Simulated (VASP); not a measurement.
Write the native input for VASP 6.6.1 that does the following.

```yaml
Task: single point
Functional: PBEsol
Potentials_or_basis: VASP PAW PBE potentials, release 64 (Li_sv)
Cutoff: 520 eV
k_mesh: 15 × 15 × 8
Occupations: fermi-dirac, width 0.08 eV
Spin: no spin polarisation
Dipole_correction: no
Further_INCAR_settings: ALGO = Normal; EDIFF = 1e-07; NBANDS = 10
```

The structure of Li lies in POSCAR:

```
Li
1.0
    3.1110021516      0.0000000000      0.0000000000
   -1.5555010758      2.6942068945      0.0000000000
    0.0000000000      0.0000000000      4.9911400000
Li
2
Direct
    0.3333333333      0.6666666667      0.2500000000
    0.6666666667      0.3333333333      0.7500000000
```

This isn't the form of Li at room conditions, which is bcc.

This cell differs from its parent crystal: zz strain of -2 %.

The input as run:

INCAR

```
SYSTEM = Li
PREC = Accurate
ENCUT = 520
EDIFF = 1E-7
ISMEAR = -1
SIGMA = 0.08
LREAL = .False.
LASPH = .True.
NELM = 60
ALGO = Normal
ISIF = 2
LWAVE = .False.
LCHARG = .False.
GGA = PS
NBANDS = 10
```

KPOINTS

```
regular mesh
0
Gamma
  15 15 8
  0 0 0
```

Potentials or basis: VASP PAW PBE potentials, release 64 (Li_sv).

Command:

```sh
$ cat potpaw_PBE.64/Li_sv/POTCAR > POTCAR
$ mpirun -np 1 vasp_std > vasp.out
```

It gave:

| Quantity | Value |
| --- | --- |
| Band gap on the k mesh | zero (bands 3 and 4 overlap by 4.46 eV) |

Caveat: the cell differs from its parent crystal (zz strain of -2 %).

Wall time 15 s on 1 thread of Intel(R) Xeon(R) Platinum 8559C (Emerald Rapids) (shared host), peak memory 0.17 GiB.
